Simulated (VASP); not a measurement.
Here is a VASP 6.6.1 calculation.

File INCAR:

```
  PREC = Accurate
  ENCUT = 520
  EDIFF = 1E-7
  ISMEAR = 0
  SIGMA = 0.05
  LREAL = False
  LASPH = True
  NELM = 60
  ALGO = Normal
  ISIF = 2
  LWAVE = False
  LCHARG = False
  GGA = PS
  NBANDS = 14
```

KPOINTS

```
Automatic mesh
0
Gamma
  8 8 8
```

Contents of POSCAR:

```
NaCl
1.0
   -0.1415875000      2.8317500000      2.8317500000
    2.6901625000      0.0000000000      2.6901625000
    2.8317500000      2.8317500000     -0.1415875000
Na Cl
1 1
Direct
    0.0000000000      0.0000000000      0.0000000000
    0.5000000000      0.5000000000      0.5000000000
```

Potentials or basis: VASP PAW PBE potentials, release 64 (Na_pv, Cl).

Launch:

```console
$ cat potpaw_PBE.64/Na_pv/POTCAR potpaw_PBE.64/Cl/POTCAR > POTCAR
$ mpirun -np 1 vasp_std > vasp.out
```

(1) What does it give for the band gap on the k mesh?

(2) What does it give for the pressure?

Answers

(1) 4.65 eV, direct.

(2) -0.7 GPa.

Caveat: the cell differs from its parent crystal (strain -0.1000 x Voigt [0, 0, 0, 0, 1, 0]); the PAW data sets were made with another functional, which shifts forces and pressure a little.
